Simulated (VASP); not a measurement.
Set up this calculation in VASP 6.6.1, as the native input.

```yaml
Task: relaxation of cell and atoms
Functional: PBE
Potentials_or_basis: VASP PAW PBE potentials, release 64 (Ti_sv, Co)
Cutoff: 600 eV
k_mesh: 20 × 20 × 20
Occupations: gaussian, width 0.1 eV
Spin: no spin polarisation
Dipole_correction: no
Further_INCAR_settings: ALGO = Fast; EDIFF = 1e-06; IBRION = 2; EDIFFG = -0.01; NSW = 100; ISIF = 3
```

The structure of TiCo lies in POSCAR:

```
TiCo
1.0
    0.0000000000      2.4260555810      2.4260555810
    2.4260555810      0.0000000000      2.4260555810
    2.4260555810      2.4260555810      0.0000000000
Ti Co
1 1
Direct
    0.0000000000      0.0000000000      0.0000000000
    0.5000000000      0.5000000000      0.5000000000
```

The cell was generated, and may not be a known phase.

The input as run:

INCAR

```
PREC     = Accurate       # precision mode
ENCUT    = 600            # plane-wave cutoff, eV
EDIFF    = 1E-6           # SCF threshold, eV
ISMEAR   = 0              # smearing method
SIGMA    = 0.1            # smearing width, eV
LREAL    = False          # projectors in reciprocal space
LASPH    = True           # aspherical terms in the spheres
NELM     = 60             # most SCF steps
ALGO     = Fast           # electronic algorithm
ISIF     = 3              # what is computed and relaxed
LWAVE    = False          # write WAVECAR
LCHARG   = False          # write CHGCAR
GGA      = PE             # functional
IBRION   = 2              # ionic algorithm
NSW      = 100            # ionic steps
EDIFFG   = -0.01          # ionic threshold
```

KPOINTS

```
regular mesh
0
Gamma
  20 20 20
```

Potentials or basis: VASP PAW PBE potentials, release 64 (Ti_sv, Co).

Command:

```console
$ cat potpaw_PBE.64/Ti_sv/POTCAR potpaw_PBE.64/Co/POTCAR > POTCAR
$ mpirun -np 1 vasp_std > vasp.out
```

It gave:

* Relaxed volume: 14.26 Å³/atom
* Relaxed cell: a = 3.429 Å, b = 3.429 Å, c = 3.429 Å, α = 60.00°, β = 60.00°, γ = 60.00°
* Space group after relaxing (to 0.1 Å): Fm-3m (No. 225)
* Energy gained by relaxing: 0.0 meV/atom
* Ionic steps: 4
* Pressure after relaxing: 0.0 GPa
* Band gap on the k mesh: zero (an odd number of electrons rules out a gap without spin polarisation)

Caveat: the run has no spin polarisation, though such a crystal can be magnetic.

Run time: 16 min on 1 thread of Intel Xeon 8259CL, with other jobs on the host, peak memory 0.29 GiB.
